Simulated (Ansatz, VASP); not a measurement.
# Ni in VASP and in Ansatz

```
CELL_PARAMETERS angstrom
-1.59124 1.51080 1.23973
1.51080 -1.59124 1.23973
3.03301 3.03301 -1.38706
ATOMIC_POSITIONS crystal
Ni 0.98684 0.01316 0.00000
Ni 0.76316 0.23684 0.50000
```

Alike in both runs: task single point; functional PBE; k mesh 17 × 17 × 9; occupations fermi-dirac, width 0.05 eV; collinear spin.

|  | VASP | Ansatz |
| --- | --- | --- |
| version | VASP 6.6.1 | Ansatz 0.2.0 |
| potentials or method | VASP PAW PBE potentials, release 64 (Ni), cutoff 520 eV | plane waves (420 eV) with PAW, scalar-relativistic |
| valence electrons in the cell | 20 | 36 |

VASP gave:

- pressure (GPa): -7.0
- traceless stress, the component that is largest in VASP (GPa): -1.50
- net moment per atom (μB): 0.64
- size of the moment on the site where the two differ most (μB): 0.66

Q: What did Ansatz give for the same quantities?

A: Pressure (GPa): -7.0; traceless stress, the component that is largest in VASP (GPa): -1.54; net moment per atom (μB): 0.65; size of the moment on the site where the two differ most (μB): 0.69.

Site moments also hang on the region over which each program counts them. With one functional, cell and mesh, what is left measures potentials, basis and numerics. VASP's potentials hold 20 valence electrons a cell and Ansatz's 36, so a difference there can come from the potentials and not from the codes.
